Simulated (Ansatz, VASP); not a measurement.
**PbS in VASP and in Ansatz**

Contents of POSCAR:

```
PbS
1.0
    3.6536590000      0.0000000000      0.0000000000
    0.0000000000      3.6536590000      0.0000000000
    0.0000000000      0.0000000000      3.6536590000
Pb S
1 1
Direct
    0.0000000000      0.0000000000      0.0000000000
    0.5000000000      0.5000000000      0.5000000000
```

File INCAR.step1:

```
PREC     = Accurate       # precision mode
ENCUT    = 520            # plane-wave cutoff, eV
EDIFF    = 1E-5           # SCF threshold, eV
ISMEAR   = -1             # smearing method
SIGMA    = 0.05           # smearing width, eV
LREAL    = False          # projectors in reciprocal space
LASPH    = True           # aspherical terms in the spheres
NELM     = 100            # most SCF steps
ALGO     = Normal         # electronic algorithm
ISIF     = 2              # what is computed and relaxed
LWAVE    = True           # write WAVECAR
GGA      = PE             # functional
NBANDS   = 17             # bands
```

INCAR.step2

```
PREC     = Accurate       # precision mode
ENCUT    = 520            # plane-wave cutoff, eV
EDIFF    = 1E-6           # SCF threshold, eV
ISMEAR   = -1             # smearing method
SIGMA    = 0.05           # smearing width, eV
LREAL    = False          # projectors in reciprocal space
LASPH    = True           # aspherical terms in the spheres
NELM     = 100            # most SCF steps
ALGO     = Normal         # electronic algorithm
ISIF     = 2              # what is computed and relaxed
LWAVE    = False          # write WAVECAR
LCHARG   = True           # write CHGCAR
GGA      = PE             # functional
LHFCALC  = True           # exact exchange
AEXX     = 0.4            # exact-exchange fraction
HFSCREEN = 0.2            # screening, 1/A
PRECFOCK = Normal       
LELF     = True           # ELF
LVHAR    = True         
ISTART   = 1            
NBANDS   = 17             # bands
```

Contents of KPOINTS:

```
Automatic mesh
0
Gamma
  4 4 4
```

input.yaml

```yaml
crystal:
  lattice:
    - [3.653659, 0.0, 0.0]
    - [0.0, 3.653659, 0.0]
    - [0.0, 0.0, 3.653659]
  atoms:
    - { symbol: Pb, position: [0.0, 0.0, 0.0] }
    - { symbol: S, position: [0.5, 0.5, 0.5] }
hamiltonian:
  xc: { exchange: pbe, correlation: pbe, exx: { coeff: 0.4, omega: 0.2 } }
  pseudopotentials: { kind: paw }
kpoints:
  mp_grid: { grid: [4, 4, 4] }
scf:
  occupations: { method: fermi_dirac, width: 0.05 }
output:
  forces: true
  stress: true
  eigenvalues: true
  write_density: true
  write_potential: true
  elf: true
  volumetric_format: npy
```

Alike in both runs: task single point; functional PBE-based screened hybrid; k mesh 4 × 4 × 4; occupations fermi-dirac, width 0.05 eV; no spin polarisation.

|  | VASP | Ansatz |
| --- | --- | --- |
| version | VASP 6.6.1 | Ansatz 0.2.0 |
| potentials or method | VASP PAW PBE potentials, release 64 (Pb_d, S) | Ansatz PAW |
| plane-wave cutoff (eV) | 520 | 420 |
| valence electrons in the cell | 20 | 20 |

Ansatz gave:

| Quantity | Value |
| --- | --- |
| gap on the k mesh at the Fermi level (eV) | 0.22 |
| least direct gap on the mesh (eV) | 1.18 |
| pressure (GPa) | -1.8 |

Which values does VASP return?

gap on the k mesh at the Fermi level (eV): 0.22; least direct gap on the mesh (eV): 1.19; pressure (GPa): -1.9.

VASP's potentials were made for PBE, not for PBE-based screened hybrid.

The k mesh is coarse, so the values compare programs but aren't converged. Spin-orbit coupling is off throughout.
